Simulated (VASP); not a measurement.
# Al (Im-3m) in VASP: notebook

Runs on Al. Level: LDA. Tasks: single point, relaxation of cell and atoms.

Everything below comes from runs of VASP 6.6.1. Logs are shortened: lines on timing, memory, paths and dates and some standing lists are left out, and cuts for length are marked.

**1. The cell of the first run**

The structure is cubic, space group Im-3m (No. 229). The conventional cell has a = 3.182 Å, b = 3.182 Å, c = 3.182 Å, α = 90.00°, β = 90.00°, γ = 90.00°. Within 3.6 Å of Al (site symmetry m-3m) lie 14 Al at 2.76 to 3.18 Å.

**2. Single point, LDA**

INCAR reads:

```
PREC = Accurate ; ENCUT = 520
EDIFF = 1E-7 ; ISMEAR = 1
SIGMA = 0.15 ; LREAL = False
LASPH = True ; NELM = 60
ALGO = Normal ; ISIF = 2
LWAVE = False ; LCHARG = False
NBANDS = 8
```

KPOINTS reads:

```
Automatic mesh
0
Gamma
  13 13 13
```

POSCAR reads:

```
Al
1.0
   -1.5912186900      1.5912186900      1.5912186900
    1.5912186900     -1.5912186900      1.5912186900
    1.5912186900      1.5912186900     -1.5912186900
Al
1
Direct
    0.0000000000      0.0000000000      0.0000000000
```

Potentials or basis: VASP PAW LDA potentials, release 64 (Al).

On the command line:

```console
$ cat potpaw_LDA.64/Al/POTCAR > POTCAR
$ mpirun -np 1 vasp_std > vasp.out
```

OUTCAR:

```text
PREC = Accurate
   ENCUT = 520
   EDIFF = 1E-7
   ISMEAR = 1
   LREAL = False
   LASPH = True
   NELM = 60
   ISIF = 2

 ion  position               nearest neighbor table
   1  0.000  0.000  0.000-

  LATTYP: Found a body centered cubic cell.
 ALAT       =     3.1824373800

  Lattice vectors:

 A1 = (  -1.5912186900,   1.5912186900,   1.5912186900)
 A2 = (   1.5912186900,  -1.5912186900,   1.5912186900)
 A3 = (   1.5912186900,   1.5912186900,  -1.5912186900)

Analysis of symmetry for initial positions (statically):
=====================================================================
 Subroutine PRICEL returns:
 Original cell was already a primitive cell.

 Routine SETGRP: Setting up the symmetry group for a
 body centered cubic supercell.

 Subroutine GETGRP returns: Found 48 space group operations
 (whereof 48 operations were pure point group operations)
 out of a pool of 48 trial point group operations.

The static configuration has the point symmetry O_h .

Analysis of symmetry for dynamics (positions and initial velocities):
=====================================================================
 Subroutine PRICEL returns:
 Original cell was already a primitive cell.

 Routine SETGRP: Setting up the symmetry group for a
 body centered cubic supercell.

 Subroutine GETGRP returns: Found 48 space group operations
 (whereof 48 operations were pure point group operations)
 out of a pool of 48 trial point group operations.

The dynamic configuration has the point symmetry O_h .

 Subroutine INISYM returns: Found 48 space group operations
 (whereof 48 operations are pure point group operations),
 and found     1 'primitive' translations

----------------------------------------------------------------------------------------

                                     Primitive cell

  volume of cell :      16.1157

  direct lattice vectors                    reciprocal lattice vectors
    -1.591218690  1.591218690  1.591218690     0.000000000  0.314224565  0.314224565
     1.591218690 -1.591218690  1.591218690     0.314224565  0.000000000  0.314224565
     1.591218690  1.591218690 -1.591218690     0.314224565  0.314224565  0.000000000

  length of vectors
     2.756071617  2.756071617  2.756071617     0.444380641  0.444380641  0.444380641

  position of ions in fractional coordinates (direct lattice)
     0.000000000  0.000000000  0.000000000

  ion indices of the primitive-cell ions
   primitive index   ion index
                 1           1

----------------------------------------------------------------------------------------

 KPOINTS: Automatic mesh

Automatic generation of k-mesh.
 Grid dimensions read from file:
 generate k-points for:   13   13   13

 Generating k-lattice:

  Cartesian coordinates                     Fractional coordinates (reciprocal lattice)
     0.000000000  0.024171120  0.024171120     0.076923077  0.000000000  0.000000000
     0.024171120  0.000000000  0.024171120     0.000000000  0.076923077  0.000000000
     0.024171120  0.024171120  0.000000000     0.000000000  0.000000000  0.076923077

  Length of vectors
     0.034183126  0.034183126  0.034183126

  Shift w.r.t. Gamma in fractional coordinates (k-lattice)
     0.000000000  0.000000000  0.000000000

 Subroutine IBZKPT returns following result:
 ===========================================

 Found     84 irreducible k-points:

 Following reciprocal coordinates:
            Coordinates               Weight
  0.000000  0.000000  0.000000      1.000000
  0.076923  0.000000  0.000000     12.000000
  0.153846  0.000000  0.000000     12.000000
  0.230769  0.000000  0.000000     12.000000
  0.307692  0.000000  0.000000     12.000000
  0.384615  0.000000  0.000000     12.000000
[... 16 lines left out ...]
  0.153846  0.076923  0.076923     24.000000
  0.230769  0.076923  0.076923     24.000000
 [... further k-points ...]
   k-points           NKPTS =     84   k-points in BZ     NKDIM =     84   number of bands    NBANDS=      8
   number of dos      NEDOS =    301   number of ions     NIONS =      1
   total plane-waves  NPLWV =   8000
   dimension x,y,z NGX =    20 NGY =   20 NGZ =   20
   dimension x,y,z NGXF=    40 NGYF=   40 NGZF=   40
   ions per type =               1
   NGX,Y,Z   is equivalent  to a cutoff of  12.06, 12.06, 12.06 a.u.
   NGXF,Y,Z  is equivalent  to a cutoff of  24.13, 24.13, 24.13 a.u.
 SYSTEM =  unknown system
   PREC   = accura    normal or accurate (medium, high low for compatibility)
   ISTART =      0    job   : 0-new  1-cont  2-samecut
   ICHARG =      2    charge: 1-file 2-atom 10-const
   ISPIN  =      1    spin polarized calculation?
   LNONCOLLINEAR =      F non collinear calculations
   LSORBIT =      F    spin-orbit coupling
   LASPH  =      T    aspherical Exc in radial PAW
   ENCUT  =  520.0 eV  38.22 Ry    6.18 a.u.   5.12  5.12  5.12*2*pi/ulx,y,z
   NELM   =     60;   NELMIN=  2; NELMDL= -5     # of ELM steps
   EDIFF  = 0.1E-06   stopping-criterion for ELM
   LREAL  =      F    real-space projection
   EDIFFG = 0.1E-05   stopping-criterion for IOM
   NSW    =      0    number of steps for IOM
   IBRION =     -1    ionic relax: 0-MD 1-quasi-New 2-CG
   NFREE  =      0    steps in history (QN), initial steepest desc. (CG)
   ISIF   =      2    stress and relaxation
   ISYM   =      2    0-nonsym 1-usesym 2-fastsym
   POTIM  = 0.5000    time-step for ionic-motion
   TEBEG  =    0.0;   TEEND  =   0.0 temperature during run
   PSTRESS=    0.0 pullay stress
   NELECT =       3.0000    total number of electrons
   NUPDOWN=      -1.0000    fix difference up-down
   EMIN   =  10.00;   EMAX   =-10.00  energy-range for DOS
   EFERMI =   0.00;   METHOD = LEGACY
   ISMEAR =     1;   SIGMA  =   0.15  broadening in eV -4-tet -1-fermi 0-gaus
   EFERMI_NEDOS =   21; number of points for ismear=-14 and -15
   IALGO  =     38    algorithm
   IMIX   =      4    mixing-type and parameters
     AMIX     =   0.40;   BMIX     =  1.00
     AMIX_MAG =   1.60;   BMIX_MAG =  1.00
  volume/ion in A,a.u.               =      16.12       108.75
  Fermi-wavevector in a.u.,A,eV,Ry     =   0.934757  1.766435 11.888371  0.873771
  Thomas-Fermi vector in A             =   2.061595
   LORBIT       =      0    0 simple, 1 ext, 2 COOP (PROOUT), +10 PAW based schemes
   GGA     = CA    functional components
   LHFCALC =     F    Hartree Fock is set to
   AEXX    =    0.0000 exact exchange contribution
   IVDW    =     0    specifies the selected vdW correction
   LEPSILON=     F    determine dielectric tensor
   LRPA    =     F    only Hartree local field effects (RPA)
 non-spin polarized calculation
 Methfessel and Paxton  Order N= 1 SIGMA  =   0.15
  energy-cutoff  :      520.00
  volume of cell :       16.12
 maximum number of plane-waves:       451
   NGX = 11   NGY = 11   NGZ = 11

 number of electron       3.0000000 magnetization

 Free energy of the ion-electron system (eV)
  ---------------------------------------------------
  ext. energy  EPLUGINS =         0.00000000
  ---------------------------------------------------
  free energy    TOTEN  =        -4.09304487 eV

  energy without entropy =       -4.09387388  energy(sigma->0) =       -4.09332120

 E-fermi :   8.0633     XC(G=0): -10.4355

 val. band max:        7.9466877172   @ k =   0.2308   0.2308   0.1538
 cond. band min:       8.0896067413   @ k =  -0.3846   0.3846   0.1538
 fundamental gap:      0.1429190241
 Fermi energy:         8.0632600395

 k-point     1 :       0.0000    0.0000    0.0000
  band No.  band energies     occupation
      1      -3.2209      2.00000
      2      21.3735      0.00000
      3      21.3735      0.00000
      4      21.3735      0.00000
      5      22.8090      0.00000
      6      22.8090      0.00000
      7      22.8090      0.00000
      8      24.5056      0.00000

 k-point     2 :       0.0769    0.0000    0.0000
  band No.  band energies     occupation
      1      -3.0483      2.00000
      2      19.4431      0.00000
      3      20.2880      0.00000
      4      20.7271      0.00000
      5      22.1683      0.00000
      6      23.2980      0.00000
      7      23.6236      0.00000
      8      24.1799      0.00000

 k-point     3 :       0.1538    0.0000    0.0000
  band No.  band energies     occupation
      1      -2.5320      2.00000
      2      16.3064      0.00000
      3      18.9744      0.00000
      4      19.4976      0.00000
      5      20.9925      0.00000
      6      22.1876      0.00000
      7      24.5356      0.00000
      8      24.9223      0.00000

 k-point     4 :       0.2308    0.0000    0.0000
  band No.  band energies     occupation
      1      -1.6757      2.00000
      2      13.1425      0.00000
      3      17.9004      0.00000
      4      18.3194      0.00000
      5      19.8995      0.00000
      6      21.2394      0.00000
      7      25.5681      0.00000
      8      25.5975      0.00000

 k-point     5 :       0.3077    0.0000    0.0000
  band No.  band energies     occupation
      1      -0.4857      2.00000
      2      10.1730     -0.00000
      3      17.0937      0.00000
      4      17.3802      0.00000
      5      19.0422      0.00000
      6      20.4609      0.00000
      7      26.4697      0.00000
      8      26.8800      0.00000

 k-point     6 :       0.3846    0.0000    0.0000
  band No.  band energies     occupation
      1       1.0289      2.00000
      2       7.4598      2.00000
      3      16.5570      0.00000
      4      16.7375      0.00000
      5      18.4608      0.00000
      6      19.9056      0.00000
      7      27.5718      0.00000
      8      28.3713      0.00000

 k-point     7 :       0.4615    0.0000    0.0000
  band No.  band energies     occupation
      1       2.8476      2.00000
      2       5.0393      2.00000
      3      16.2892      0.00000
      4      16.4125      0.00000
      5      18.1680      0.00000
      6      19.6170      0.00000
      7      28.6290      0.00000
      8      29.8203      0.00000

 k-point     8 :       0.0769    0.0769    0.0000
  band No.  band energies     occupation
      1      -2.7039      2.00000
      2      17.9106      0.00000
      3      18.0355      0.00000
      4      19.7285      0.00000
      5      22.2410      0.00000
      6      22.5744      0.00000
      7      24.1598      0.00000
      8      24.6776      0.00000

 k-point     9 :       0.1538    0.0769   -0.0000
  band No.  band energies     occupation
      1      -2.0176      2.00000
      2      14.8041      0.00000
      3      16.6848      0.00000
      4      18.5595      0.00000
      5      21.3176      0.00000
      6      22.4672      0.00000
      7      24.2295      0.00000
      8      26.0822      0.00000

 k-point    10 :       0.2308    0.0769    0.0000
  band No.  band energies     occupation
      1      -0.9945      2.00000
      2      11.7386      0.00000
      3      15.6423      0.00000
      4      17.5778      0.00000
      5      20.3494      0.00000
      6      22.0936      0.00000
      7      24.7105      0.00000
      8      27.5104      0.00000
[... 78 lines left out ...]
 k-point    18 :       0.2308    0.2308    0.0000
  band No.  band energies     occupation
      1       1.3633      2.00000
      2       9.5426     -0.00000
      3      10.1974     -0.00000
      4      16.0008      0.00000
      5      22.1104      0.00000
      6      22.5252      0.00000
      7      27.5147      0.00000
      8      27.8940      0.00000

 k-point    19 :       0.3077    0.2308    0.0000
  band No.  band energies     occupation
      1       3.0190      2.00000
      2       7.2675      2.00000
      3       9.4519     -0.00000
      4      15.5667      0.00000
      5      21.9056      0.00000
      6      23.7162      0.00000
      7      26.6478      0.00000
      8      28.8512      0.00000

 k-point    20 :       0.3846    0.2308    0.0000
  band No.  band energies     occupation
      1       4.7506      2.00000
      2       5.2548      2.00000
      3       9.2758     -0.00000
      4      15.4201      0.00000
      5      21.7778      0.00000
      6      25.0076      0.00000
      7      25.4695      0.00000
      8      28.7680      0.00000

 k-point    21 :       0.3077    0.3077    0.0000
  band No.  band energies     occupation
      1       4.7935      2.00000
      2       6.6673      2.00000
      3       7.3667      2.00000
      4      15.2788      0.00000
      5      23.3435      0.00000
      6      23.6728      0.00000
      7      25.2789      0.00000
      8      30.7038      0.00000

 k-point    22 :       0.0769    0.0769    0.0769
  band No.  band energies     occupation
      1      -2.1889      2.00000
      2      16.4835      0.00000
      3      16.4835      0.00000
      4      16.8872      0.00000
      5      23.8838      0.00000
      6      23.8838      0.00000
      7      24.3780      0.00000
      8      24.3780      0.00000

 k-point    23 :       0.1538    0.0769    0.0769
  band No.  band energies     occupation
      1      -1.3347      2.00000
      2      13.4251      0.00000
      3      15.2541      0.00000
      4      15.6975      0.00000
      5      23.2851      0.00000
      6      23.6940      0.00000
      7      25.4657      0.00000
      8      25.6207      0.00000

 k-point    24 :       0.2308    0.0769    0.0769
  band No.  band energies     occupation
      1      -0.1477      2.00000
      2      10.4771     -0.00000
      3      14.3105      0.00000
      4      14.8358      0.00000
      5      22.5857      0.00000
      6      23.0636      0.00000
      7      26.6651      0.00000
      8      26.9652      0.00000

 [... further k-points ...]
[... 5 lines left out ...]
  --------------------------------------------------------------------------------------
  -------------------------------------------------------------------------------------
  Total        0.0066349      0.0066349      0.0066349      0.0000000      0.0000000      0.0000000
  in kB        0.6596252      0.6596252      0.6596252      0.0000000      0.0000000      0.0000000
  external PRESSURE =       0.6596252 kB  Pullay stress =       0.0000000 kB

 VOLUME and BASIS-vectors are now :
 -----------------------------------------------------------------------------
  energy-cutoff  :      520.00
  volume of cell :       16.12
      direct lattice vectors                 reciprocal lattice vectors
    -1.591218690  1.591218690  1.591218690     0.000000000  0.314224565  0.314224565
     1.591218690 -1.591218690  1.591218690     0.314224565  0.000000000  0.314224565
     1.591218690  1.591218690 -1.591218690     0.314224565  0.314224565  0.000000000

 POSITION                                       TOTAL-FORCE (eV/Angst)
 -----------------------------------------------------------------------------------
      0.00000      0.00000      0.00000         0.000000      0.000000     -0.000000
 -----------------------------------------------------------------------------------
    total drift:                                0.000000      0.000000      0.000000

  FREE ENERGIE OF THE ION-ELECTRON SYSTEM (eV)
  ---------------------------------------------------
  free  energy   TOTEN  =        -4.0930448680 eV

  energy  without entropy=       -4.0938738761  energy(sigma->0) =       -4.09332120
```

Wall time 3 s (1 thread of AMD EPYC 9R45 (Zen 5), shared host); peak memory 0.08 GiB.

Results:

* Free energy: -4.0930 eV
* Pressure: 0.1 GPa

Levels at points of the mesh, in eV from the Fermi level:
```
           k point  band 1  band 2  band 3  band 4  band 5
(0.00, 0.00, 0.00)  -11.28   13.31   13.31   13.31   14.75
```

**3. Relaxation of cell and atoms, LDA**

INCAR reads:

```
PREC = Accurate
ENCUT = 600
EDIFF = 1E-6
ISMEAR = 1
SIGMA = 0.15
LREAL = False
LASPH = True
NELM = 100
ALGO = Normal
ISIF = 3
LWAVE = False
LCHARG = False
IBRION = 2
NSW = 80
EDIFFG = -0.03
```

KPOINTS is that of step 2.

POSCAR is that of step 2.

Potentials or basis: VASP PAW LDA potentials, release 64 (Al).

On the command line:

```console
$ cat potpaw_LDA.64/Al/POTCAR > POTCAR
$ mpirun -np 1 vasp_std > vasp.out
```

OUTCAR:

```text
PREC = Accurate
   ENCUT = 600
   EDIFF = 1E-6
   ISMEAR = 1
   LREAL = False
   LASPH = True
   NELM = 100
   ISIF = 3
   IBRION = 2
   NSW = 80
   EDIFFG = -0.03

 ion  position               nearest neighbor table
   1  0.000  0.000  0.000-

  LATTYP: Found a body centered cubic cell.
 ALAT       =     3.1824373800

  Lattice vectors:

 A1 = (  -1.5912186900,   1.5912186900,   1.5912186900)
 A2 = (   1.5912186900,  -1.5912186900,   1.5912186900)
 A3 = (   1.5912186900,   1.5912186900,  -1.5912186900)

[... 366 lines left out ...]
  band No.  band energies     occupation
      1      -0.1477      2.00000
      2      10.4770     -0.00000
      3      14.3104      0.00000
      4      14.8357      0.00000
      5      22.5856      0.00000

 [... further k-points ...]
[... 5 lines left out ...]
  --------------------------------------------------------------------------------------
  -------------------------------------------------------------------------------------
  Total        0.0067977      0.0067977      0.0067977     -0.0000000     -0.0000000      0.0000000
  in kB        0.6758064      0.6758064      0.6758064     -0.0000000     -0.0000000      0.0000000
  external PRESSURE =       0.6758064 kB  Pullay stress =       0.0000000 kB

 VOLUME and BASIS-vectors are now :
 -----------------------------------------------------------------------------
  energy-cutoff  :      600.00
  volume of cell :       16.12
      direct lattice vectors                 reciprocal lattice vectors
    -1.591218690  1.591218690  1.591218690     0.000000000  0.314224565  0.314224565
     1.591218690 -1.591218690  1.591218690     0.314224565  0.000000000  0.314224565
     1.591218690  1.591218690 -1.591218690     0.314224565  0.314224565  0.000000000

 POSITION                                       TOTAL-FORCE (eV/Angst)
 -----------------------------------------------------------------------------------
      0.00000      0.00000      0.00000         0.000000     -0.000000     -0.000000
 -----------------------------------------------------------------------------------
    total drift:                               -0.000000      0.000000     -0.000000

  FREE ENERGIE OF THE ION-ELECTRON SYSTEM (eV)
  ---------------------------------------------------
  free  energy   TOTEN  =        -4.0930713478 eV

  energy  without entropy=       -4.0939003097  energy(sigma->0) =       -4.09334767

 reached required accuracy - stopping structural energy minimisation
```

CONTCAR:

```text
Al
   1.00000000000000
    -1.5912186900000000    1.5912186900000000    1.5912186900000000
     1.5912186900000000   -1.5912186900000000    1.5912186900000000
     1.5912186900000000    1.5912186900000000   -1.5912186900000000
  Al
     1
Direct
     0.0000000000000000    0.0000000000000000    0.0000000000000000

  0.00000000E+00  0.00000000E+00  0.00000000E+00
```

It took 3 s on 1 thread of AMD EPYC 9R45 (Zen 5), shared host; peak memory 0.09 GiB.

Results:

```
Free energy             : -4.0931 eV
Pressure after relaxing : 0.1 GPa
```

Final structure:
```
Al
1.0
    -1.59122    1.59122    1.59122
     1.59122   -1.59122    1.59122
     1.59122    1.59122   -1.59122
Al
1
Direct
  0.00000 0.00000 0.00000
```

Caveat: the relaxation stopped at its first step, so nothing moved.

(Continued in part 2 of 2.)
